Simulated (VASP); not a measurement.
## Li: single point with PBE+D3(BJ)

Crystal: Li.

```
Li
1.0
    -1.69442    1.69442    1.69442
     1.69442   -1.69442    1.69442
     1.69442    1.69442   -1.69442
Li
1
Direct
  0.00000 0.00000 0.00000
```

This cell differs from its parent crystal: volume scaled by 1.06.

```json
{
 "Program": "VASP 6.6.1",
 "Task": "single point",
 "Functional": "PBE",
 "Dispersion": "D3(BJ)",
 "Potentials or basis": "VASP PAW PBE potentials, release 64 (Li_sv)",
 "Cutoff": "520 eV",
 "k mesh": "18 × 18 × 18",
 "Occupations": "gaussian, width 0.1 eV",
 "Spin": "no spin polarisation"
}
```

```json
{
  "Dispersion energy per atom": "-0.176 eV"
}
```

Levels at points of the mesh, in eV from the Fermi level:
| k point | band 1 | band 2 | band 3 | band 4 |
| --- | --- | --- | --- | --- |
| (0.00, 0.00, 0.00) | -46.47 | -3.62 | 15.03 | 15.03 |
| (0.50, 0.00, 0.00) | -46.44 | 0.23 | 3.39 | 10.65 |
| (0.50, 0.50, 0.50) | -46.43 | 5.66 | 5.66 | 5.66 |

It took 9.2 s on 1 thread of Intel(R) Xeon(R) Platinum 8559C (Emerald Rapids), with other jobs on the host, peak memory 0.15 GiB.
